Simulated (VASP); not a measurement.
# SnO (Pmn2_1) in VASP: single point with PBE+D3(BJ)

Aim: the single point of SnO with PBE+D3(BJ).

Everything below comes from runs of VASP 6.6.1. Logs are shortened: lines on timing, memory, paths and dates and some standing lists are left out, and cuts for length are marked.

## 1. The cell of the first run

Symmetry: Pmn2_1, No. 31, orthorhombic system. The conventional cell has a = 3.405 Å, b = 5.759 Å, c = 4.222 Å, α = 90.00°, β = 90.00°, γ = 90.00°. Sn (site symmetry m) has 3 O at 2.18 Å within 2.9 Å. Within 2.9 Å of O (site symmetry m) lie 3 Sn at 2.18 Å.

## 2. Single point, PBE+D3(BJ) (strain +0.0150 x Voigt [1, 1, 0, 0, 0, 0])

Input file INCAR:

```
SYSTEM = SnO
  ALGO = Normal
  EDIFF = 1E-6
  ENCUT = 520
  GGA = PE
  ISIF = 2
  ISMEAR = 0
  IVDW = 12
  LASPH = .True.
  LCHARG = .True.
  LELF = .True.
  LREAL = .False.
  LVHAR = .True.
  LWAVE = .False.
  NBANDS = 28
  NELM = 80
  PREC = Accurate
  SIGMA = 0.05
```

Input file KPOINTS:

```
k-points
0
Gamma
  8 6 6
  0 0 0
```

Input file POSCAR:

```
SnO
1.0
    3.4053300750      0.0000000000      0.0000000000
    0.0000000000      5.7592155600      0.0000000000
    0.0000000000      0.0000000000      4.2219700000
Sn O
2 2
Direct
    0.0000000000      0.2319090000      0.5131440000
    0.5000000000      0.7680910000      0.0131440000
    0.0000000000      0.8912500000      0.7368570000
    0.5000000000      0.1087500000      0.2368570000
```

Potentials or basis: VASP PAW PBE potentials, release 64 (Sn_d, O).

Command:

```console
cat potpaw_PBE.64/Sn_d/POTCAR potpaw_PBE.64/O/POTCAR > POTCAR
mpirun -np 1 vasp_std > vasp.out
```

OUTCAR:

```text
SYSTEM = SnO
   EDIFF = 1E-6
   ENCUT = 520
   GGA = PE
   ISIF = 2
   ISMEAR = 0
   IVDW = 12
   LASPH = .True.
   LREAL = .False.
   NELM = 80
   PREC = Accurate
 IVDW          = 12

 ion  position               nearest neighbor table
   1  0.000  0.232  0.513-   3 2.18   4 2.18   4 2.18
   2  0.500  0.768  0.013-   4 2.18   3 2.18   3 2.18
   3  0.000  0.891  0.737-   1 2.18   2 2.18   2 2.18
   4  0.500  0.109  0.237-   2 2.18   1 2.18   1 2.18

  LATTYP: Found a simple orthorhombic cell.
 ALAT       =     3.4053300750
 B/A-ratio  =     1.2398122670
 C/A-ratio  =     1.6912356315

  Lattice vectors:

 A1 = (  -3.4053300750,   0.0000000000,   0.0000000000)
 A2 = (   0.0000000000,   0.0000000000,   4.2219700000)
 A3 = (   0.0000000000,   5.7592155600,   0.0000000000)

Analysis of symmetry for initial positions (statically):
=====================================================================
 Subroutine PRICEL returns:
 Original cell was already a primitive cell.

 Routine SETGRP: Setting up the symmetry group for a
 simple orthorhombic supercell.

 Subroutine GETGRP returns: Found  4 space group operations
 (whereof  2 operations were pure point group operations)
 out of a pool of  8 trial point group operations.

The static configuration has the point symmetry C_1h.
 The point group associated with its full space group is C_2v.

Analysis of symmetry for dynamics (positions and initial velocities):
=====================================================================
 Subroutine PRICEL returns:
 Original cell was already a primitive cell.

 Routine SETGRP: Setting up the symmetry group for a
 simple orthorhombic supercell.

 Subroutine GETGRP returns: Found  4 space group operations
 (whereof  2 operations were pure point group operations)
 out of a pool of  8 trial point group operations.

The dynamic configuration has the point symmetry C_1h.
 The point group associated with its full space group is C_2v.

 Subroutine INISYM returns: Found  4 space group operations
 (whereof  2 operations are pure point group operations),
 and found     1 'primitive' translations

----------------------------------------------------------------------------------------

                                     Primitive cell

  volume of cell :      82.8014

  direct lattice vectors                    reciprocal lattice vectors
     3.405330075  0.000000000  0.000000000     0.293657290  0.000000000  0.000000000
     0.000000000  5.759215560  0.000000000     0.000000000  0.173634758  0.000000000
     0.000000000  0.000000000  4.221970000     0.000000000  0.000000000  0.236856254

  length of vectors
     3.405330075  5.759215560  4.221970000     0.293657290  0.173634758  0.236856254

  position of ions in fractional coordinates (direct lattice)
     0.000000000  0.231909000  0.513144000
     0.500000000  0.768091000  0.013144000
     0.000000000  0.891250000  0.736857000
     0.500000000  0.108750000  0.236857000

  ion indices of the primitive-cell ions
   primitive index   ion index
                 1           1
                 2           2
                 3           3
                 4           4

----------------------------------------------------------------------------------------

 KPOINTS: k-points

Automatic generation of k-mesh.
 Grid dimensions read from file:
 generate k-points for:    8    6    6

 Generating k-lattice:

  Cartesian coordinates                     Fractional coordinates (reciprocal lattice)
     0.036707161  0.000000000  0.000000000     0.125000000  0.000000000  0.000000000
     0.000000000  0.028939126  0.000000000     0.000000000  0.166666667  0.000000000
     0.000000000  0.000000000  0.039476042     0.000000000  0.000000000  0.166666667

  Length of vectors
     0.036707161  0.028939126  0.039476042

  Shift w.r.t. Gamma in fractional coordinates (k-lattice)
     0.000000000  0.000000000  0.000000000

 Subroutine IBZKPT returns following result:
 ===========================================

 Found     80 irreducible k-points:

 Following reciprocal coordinates:
            Coordinates               Weight
  0.000000  0.000000  0.000000      1.000000
  0.125000  0.000000  0.000000      2.000000
  0.250000  0.000000  0.000000      2.000000
  0.375000  0.000000  0.000000      2.000000
  0.500000  0.000000  0.000000      1.000000
  0.000000  0.166667  0.000000      2.000000
[... 16 lines left out ...]
  0.250000  0.000000  0.166667      4.000000
  0.375000  0.000000  0.166667      4.000000
 [... further k-points ...]
   k-points           NKPTS =     80   k-points in BZ     NKDIM =     80   number of bands    NBANDS=     28
   number of dos      NEDOS =    301   number of ions     NIONS =      4
   total plane-waves  NPLWV =  43008
   dimension x,y,z NGX =    28 NGY =   48 NGZ =   32
   dimension x,y,z NGXF=    56 NGYF=   96 NGZF=   64
   ions per type =               2   2
   NGX,Y,Z   is equivalent  to a cutoff of  13.67, 13.86, 12.60 a.u.
   NGXF,Y,Z  is equivalent  to a cutoff of  27.34, 27.71, 25.20 a.u.
 SYSTEM =  SnO
   PREC   = accura    normal or accurate (medium, high low for compatibility)
   ISTART =      0    job   : 0-new  1-cont  2-samecut
   ICHARG =      2    charge: 1-file 2-atom 10-const
   ISPIN  =      1    spin polarized calculation?
   LNONCOLLINEAR =      F non collinear calculations
   LSORBIT =      F    spin-orbit coupling
   LASPH  =      T    aspherical Exc in radial PAW
   ENCUT  =  520.0 eV  38.22 Ry    6.18 a.u.   6.33 10.71  7.85*2*pi/ulx,y,z
   NELM   =     80;   NELMIN=  2; NELMDL= -5     # of ELM steps
   EDIFF  = 0.1E-05   stopping-criterion for ELM
   LREAL  =      F    real-space projection
   EDIFFG = 0.1E-04   stopping-criterion for IOM
   NSW    =      0    number of steps for IOM
   IBRION =     -1    ionic relax: 0-MD 1-quasi-New 2-CG
   NFREE  =      0    steps in history (QN), initial steepest desc. (CG)
   ISIF   =      2    stress and relaxation
   ISYM   =      2    0-nonsym 1-usesym 2-fastsym
   POTIM  = 0.5000    time-step for ionic-motion
   TEBEG  =    0.0;   TEEND  =   0.0 temperature during run
   PSTRESS=    0.0 pullay stress
   NELECT =      40.0000    total number of electrons
   NUPDOWN=      -1.0000    fix difference up-down
   EMIN   =  10.00;   EMAX   =-10.00  energy-range for DOS
   EFERMI =   0.00;   METHOD = LEGACY
   ISMEAR =     0;   SIGMA  =   0.05  broadening in eV -4-tet -1-fermi 0-gaus
   EFERMI_NEDOS =   21; number of points for ismear=-14 and -15
   IALGO  =     38    algorithm
   IMIX   =      4    mixing-type and parameters
     AMIX     =   0.40;   BMIX     =  1.00
     AMIX_MAG =   1.60;   BMIX_MAG =  1.00
  volume/ion in A,a.u.               =      20.70       139.69
  Fermi-wavevector in a.u.,A,eV,Ry     =   1.284544  2.427436 22.450332  1.650053
  Thomas-Fermi vector in A             =   2.416731
   LORBIT       =      0    0 simple, 1 ext, 2 COOP (PROOUT), +10 PAW based schemes
   GGA     = PE    functional components
   LHFCALC =     F    Hartree Fock is set to
   AEXX    =    0.0000 exact exchange contribution
   IVDW    =    12    specifies the selected vdW correction
   LEPSILON=     F    determine dielectric tensor
   LRPA    =     F    only Hartree local field effects (RPA)
 non-spin polarized calculation
 Gauss-broadening in eV      SIGMA  =   0.05
  energy-cutoff  :      520.00
  volume of cell :       82.80
 maximum number of plane-waves:      2256
 NGX is ok and might be reduce to    28
   NGX = 13   NGY = 21   NGZ = 15

 number of electron      39.9999993 magnetization

 Free energy of the ion-electron system (eV)
  ---------------------------------------------------
  ext. energy  EPLUGINS =         0.00000000
  ---------------------------------------------------
  free energy    TOTEN  =       -22.43254422 eV

  energy without entropy =      -22.43254422  energy(sigma->0) =      -22.43254422

 E-fermi :   4.7354     XC(G=0):  -9.3969

 val. band max:        4.5332993536   @ k =   0.0000   0.0000   0.0000
 cond. band min:       5.9725452374   @ k =   0.3750   0.5000   0.0000
 fundamental gap:      1.4392458838
 Fermi energy:         4.7354031622

 k-point     1 :       0.0000    0.0000    0.0000
  band No.  band energies     occupation
      1     -16.5942      2.00000
      2     -16.3311      2.00000
      3     -16.2636      2.00000
      4     -16.2411      2.00000
      5     -16.2169      2.00000
      6     -16.1844      2.00000
[... 20 lines left out ...]
     27      13.2282      0.00000
     28      13.8661      0.00000

 k-point     2 :       0.1250    0.0000    0.0000
  band No.  band energies     occupation
      1     -16.5876      2.00000
      2     -16.3210      2.00000
      3     -16.2675      2.00000
      4     -16.2568      2.00000
      5     -16.2230      2.00000
      6     -16.1855      2.00000
[... 20 lines left out ...]
     27      13.2235      0.00000
     28      13.9892      0.00000

 k-point     3 :       0.2500    0.0000    0.0000
  band No.  band energies     occupation
      1     -16.5797      2.00000
      2     -16.3890      2.00000
      3     -16.2483      2.00000
      4     -16.2416      2.00000
      5     -16.2264      2.00000
      6     -16.1915      2.00000
[... 20 lines left out ...]
     27      12.8544      0.00000
     28      14.1568      0.00000

 k-point     4 :       0.3750    0.0000    0.0000
  band No.  band energies     occupation
      1     -16.5764      2.00000
      2     -16.4884      2.00000
      3     -16.2330      2.00000
      4     -16.2178      2.00000
      5     -16.2110      2.00000
      6     -16.1998      2.00000
[... 578 lines left out ...]
     27      13.7843      0.00000
     28      14.8501      0.00000

 k-point    23 :       0.2500    0.0000    0.1667
  band No.  band energies     occupation
      1     -16.5724      2.00000
      2     -16.4089      2.00000
      3     -16.2482      2.00000
      4     -16.2425      2.00000
      5     -16.2246      2.00000
      6     -16.1987      2.00000
[... 20 lines left out ...]
     27      13.5242      0.00000
     28      14.9290      0.00000

 k-point    24 :       0.3750    0.0000    0.1667
  band No.  band energies     occupation
      1     -16.5763      2.00000
      2     -16.5010      2.00000
      3     -16.2375      2.00000
      4     -16.2262      2.00000
      5     -16.2071      2.00000
      6     -16.1988      2.00000
[... 20 lines left out ...]
     27      13.5723      0.00000
     28      14.5571      0.00000

 [... further k-points ...]

------------------------ aborting loop because EDIFF is reached ----------------------------------------

 Edisp (eV)   -0.80080

 E8    (eV) :    -0.3496

  FORCE on cell =-STRESS in cart. coord.  units (eV):
  Direction    XX          YY          ZZ          XY          YZ          ZX
  --------------------------------------------------------------------------------------
  -------------------------------------------------------------------------------------
  Total      -2.01559    -1.72319    -1.43258     0.00000     0.00000     0.00000
  in kB     -39.00094   -33.34311   -27.71989     0.00000     0.00000     0.00000
  external pressure =      -33.35 kB  Pullay stress =        0.00 kB

 VOLUME and BASIS-vectors are now :
 -----------------------------------------------------------------------------
  energy-cutoff  :      520.00
  volume of cell :       82.80
      direct lattice vectors                 reciprocal lattice vectors
     3.405330075  0.000000000  0.000000000     0.293657290  0.000000000  0.000000000
     0.000000000  5.759215560  0.000000000     0.000000000  0.173634758  0.000000000
     0.000000000  0.000000000  4.221970000     0.000000000  0.000000000  0.236856254

 POSITION                                       TOTAL-FORCE (eV/Angst)
 -----------------------------------------------------------------------------------
      0.00000      1.33561      2.16648         0.000000     -0.453310     -0.096930
      1.70267      4.42360      0.05549         0.000000      0.453310     -0.096930
      0.00000      5.13290      3.11099         0.000000      0.094589      0.096930
      1.70267      0.62631      1.00000         0.000000     -0.094589      0.096930
 -----------------------------------------------------------------------------------
    total drift:                                0.000000      0.000000      0.001109

  FREE ENERGIE OF THE ION-ELECTRON SYSTEM (eV)
  ---------------------------------------------------
  free  energy   TOTEN  =       -23.2333441470 eV

  energy  without entropy=      -23.2333441470  energy(sigma->0) =      -23.23334415
```

Run time: 97 s. Hardware: 1 thread of Intel Xeon Platinum 8488C (Sapphire Rapids), shared host; peak memory 0.3 GiB.

Results:

```yaml
Free_energy: -23.2333 eV
Pressure: -3.3 GPa
Largest_force: 0.464 eV/Å
Band_gap_on_the_k_mesh: 1.44 eV, indirect (least direct gap 2.13 eV)
Dispersion_energy_per_atom: -0.200 eV
```

Forces on the atoms (eV/Å):
```
Sn   0.000 -0.453 -0.097
Sn   0.000  0.453 -0.097
O    0.000  0.095  0.097
O    0.000 -0.095  0.097
```

Stress tensor (GPa, compression positive):
```
-3.90  0.00  0.00
 0.00 -3.33  0.00
 0.00  0.00 -2.77
```

Levels at points of the mesh, in eV from the valence-band top:
| k point | band 17 | band 18 | band 19 | band 20 | band 21 | band 22 | band 23 | band 24 |
| --- | --- | --- | --- | --- | --- | --- | --- | --- |
| (0.00, 0.00, 0.00) | -3.25 | -2.49 | -1.88 | 0.00 | 2.71 | 3.08 | 5.78 | 5.88 |
| (0.50, 0.00, 0.00) | -2.38 | -2.38 | -1.24 | -1.24 | 2.61 | 2.61 | 5.41 | 5.41 |
| (0.00, 0.50, 0.00) | -3.62 | -2.51 | -1.48 | -1.29 | 3.37 | 3.89 | 4.87 | 4.87 |
| (0.50, 0.50, 0.00) | -2.45 | -2.45 | -0.91 | -0.91 | 1.87 | 1.87 | 6.15 | 6.15 |
| (0.00, 0.00, 0.50) | -3.04 | -3.04 | -1.54 | -1.54 | 2.57 | 2.57 | 5.15 | 5.15 |
| (0.50, 0.00, 0.50) | -3.01 | -3.01 | -1.06 | -1.06 | 2.12 | 2.12 | 4.55 | 4.55 |
| (0.00, 0.50, 0.50) | -2.74 | -2.74 | -1.44 | -1.44 | 1.89 | 1.89 | 5.83 | 5.83 |
| (0.50, 0.50, 0.50) | -3.26 | -3.26 | -0.45 | -0.45 | 2.46 | 2.46 | 4.06 | 4.06 |

Caveat: the cell differs from its parent crystal (strain +0.0150 x Voigt [1, 1, 0, 0, 0, 0]); spin-orbit coupling is left out, which moves the levels of the heavy elements. A k mesh can miss the band edges.
